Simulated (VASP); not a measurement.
SiC: single point with PBE

Crystal: SiC.

```
CELL_PARAMETERS angstrom
3.03443 0.00000 0.00000
-1.51721 2.62789 0.00000
0.00000 0.00000 4.97978
ATOMIC_POSITIONS crystal
Si 0.33333 0.66667 0.00000
Si 0.66667 0.33333 0.50000
C 0.33333 0.66667 0.38500
C 0.66667 0.33333 0.88500
```

This cell differs from its parent crystal: volume scaled by 0.96.

```json
{
 "Program": "VASP 6.6.1",
 "Task": "single point",
 "Functional": "PBE",
 "Potentials or basis": "VASP PAW PBE potentials, release 64 (Si, C)",
 "Cutoff": "520 eV",
 "k mesh": "15 × 15 × 8",
 "Occupations": "fermi-dirac, width 0.08 eV",
 "Spin": "no spin polarisation",
 "Dipole correction": "no",
 "Further INCAR settings": "ALGO = Normal; EDIFF = 1e-06; NBANDS = 16"
}
```

| Property | Result |
| --- | --- |
| Pressure | 13.7 GPa |
| Largest force | 0.819 eV/Å |
| Band gap on the k mesh | 2.25 eV, indirect (least direct gap 4.17 eV) |

Forces in eV/Å, atoms in the order of the input:
```
Si   0.000  0.000  0.819
Si   0.000  0.000  0.819
C    0.000  0.000 -0.819
C    0.000  0.000 -0.819
```

Stress tensor (GPa, compression positive):
```
15.87  0.00  0.00
 0.00 15.87  0.00
 0.00  0.00  9.22
```

Levels at points of the mesh, in eV from the valence-band top:
```
           k point  band 4  band 5  band 6  band 7  band 8  band 9  band 10  band 11  band 12  band 13
(0.00, 0.00, 0.00)   -1.57   -1.57   -0.27   -0.27    0.00    4.99     6.45     6.75     6.75     7.93
(0.00, 0.00, 0.50)   -4.54   -0.97   -0.97   -0.97   -0.97    6.08     6.08     7.40     7.40     7.40
```

Run time: 23 s on 1 thread of Intel(R) Xeon(R) 6975P-C (Granite Rapids), with other jobs on the host, peak memory 0.2 GiB.

 A k mesh can miss the band edges.
